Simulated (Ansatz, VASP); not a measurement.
**MgCdS4: VASP beside Ansatz**

```
Mg Cd S
1.0
     6.04121    0.00000    0.00000
     0.00000    6.04121    0.00000
     0.00000    0.00000    3.80413
Mg Cd S
1 1 4
Direct
  0.00000 0.00000 0.50000
  0.50000 0.50000 0.50000
  0.67191 0.00000 0.00000
  0.32809 0.00000 0.00000
  0.00000 0.32809 0.00000
  0.00000 0.67191 0.00000
```

Alike in both runs: functional PBE; k mesh 4 × 4 × 4; occupations gaussian, width 0.1 eV; no spin polarisation.

Ansatz relaxed the structure, and its values are those at the end. VASP's run is a single point on that final structure, the one shown.

|  | VASP | Ansatz |
| --- | --- | --- |
| version | VASP 6.6.1 | Ansatz 0.2.0 |
| potentials or method | VASP PAW PBE potentials, release 64 (Mg_sv, Cd_sv_GW, S), cutoff 750 eV | scalar-relativistic, plane waves, PAW |
| valence electrons in the cell | 54 | 54 |

Ansatz gave:

| Quantity | Value |
| --- | --- |
| gap on the k mesh at the Fermi level (eV) | none |
| pressure (GPa) | 0.0 |
| rms of the force components (eV/Å) | 0.010 |

Which values does VASP return?

gap on the k mesh at the Fermi level (eV): none; pressure (GPa): -0.3; rms of the force components (eV/Å): 0.044.

A gap of «none» marks a metal or a gap that the smearing closes.

The k mesh is coarse, so the values compare programs but aren't converged.
